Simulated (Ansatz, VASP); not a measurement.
# MoRu5 in VASP and in Ansatz

INCAR

```
ALGO = Fast
EDIFF = 1E-6
EDIFFG = -0.04
ENCUT = 600
GGA = PE
IBRION = 2
ISIF = 3
ISMEAR = 0
LASPH = True
LCHARG = False
LREAL = False
LWAVE = False
NELM = 80
NSW = 90
PREC = Accurate
SIGMA = 0.1
```

The input KPOINTS:

```
k-points
0
Gamma
  6 6 2
```

The input POSCAR:

```
MoRu5
1.0
    2.7206691400      0.0000000000      0.0000000000
   -1.3603345700      2.3561685900      0.0000000000
    0.0000000000      0.0000000000     13.2353129000
Mo Ru
1 5
Direct
    0.3333333300      0.6666666700      0.5000000000
    0.6666666700      0.3333333300      0.0000000000
    0.6666666700      0.3333333300      0.3333333300
    0.6666666700      0.3333333300      0.6666666700
    0.3333333300      0.6666666700      0.8333333300
    0.3333333300      0.6666666700      0.1666666700
```

Input for Ansatz:

```yaml
crystal:
  lattice:
    - [2.72066914, 0.0, 0.0]
    - [-1.36033457, 2.35616859, 0.0]
    - [0.0, 0.0, 13.2353129]
  atoms:
    - { symbol: Mo, position: [0.33333333, 0.66666667, 0.5] }
    - { symbol: Ru, position: [0.66666667, 0.33333333, 0.0] }
    - { symbol: Ru, position: [0.66666667, 0.33333333, 0.33333333] }
    - { symbol: Ru, position: [0.66666667, 0.33333333, 0.66666667] }
    - { symbol: Ru, position: [0.33333333, 0.66666667, 0.83333333] }
    - { symbol: Ru, position: [0.33333333, 0.66666667, 0.16666667] }
basis:
  ecutwfc: 420
kpoints:
  mp_grid: { grid: [6, 6, 2] }
hamiltonian:
  xc: pbe
scf:
  occupations: { method: gaussian, width: 0.1 }
  lower_state_search: "off"
output:
  forces: true
  stress: true
  eigenvalues: true
relax:
  adjacent_minimum: "off"
  f_tol: 0.04
  max_steps: 70
  cell: { stress_tol: 0.4 }
```

Alike in both runs: task relaxation of cell and atoms; functional PBE; k mesh 6 × 6 × 2; occupations gaussian, width 0.1 eV; no spin polarisation.

|  | VASP | Ansatz |
| --- | --- | --- |
| version | VASP 6.6.1 | Ansatz 0.2.0 |
| potentials or method | VASP PAW PBE potentials, release 64 (Mo_sv, Ru_pv), cutoff 600 eV | scalar-relativistic, plane waves, PAW |
| valence electrons in the cell | 84 | 94 |

```tsv
	VASP	Ansatz	Ansatz less VASP
gap on the k mesh at the Fermi level, each at its own relaxed structure (eV)	none	none	-
relaxed volume (Å³/atom)	14.11	14.12	+0.006
relaxed cell length with the largest relative difference (Å)	13.059	13.066	+0.0079
```

A gap of «none» marks a metal or a gap that the smearing closes. VASP's potentials hold 84 valence electrons a cell and Ansatz's 94, so a difference there can come from the potentials and not from the codes.

The k mesh is coarse, so the values compare programs but aren't converged.
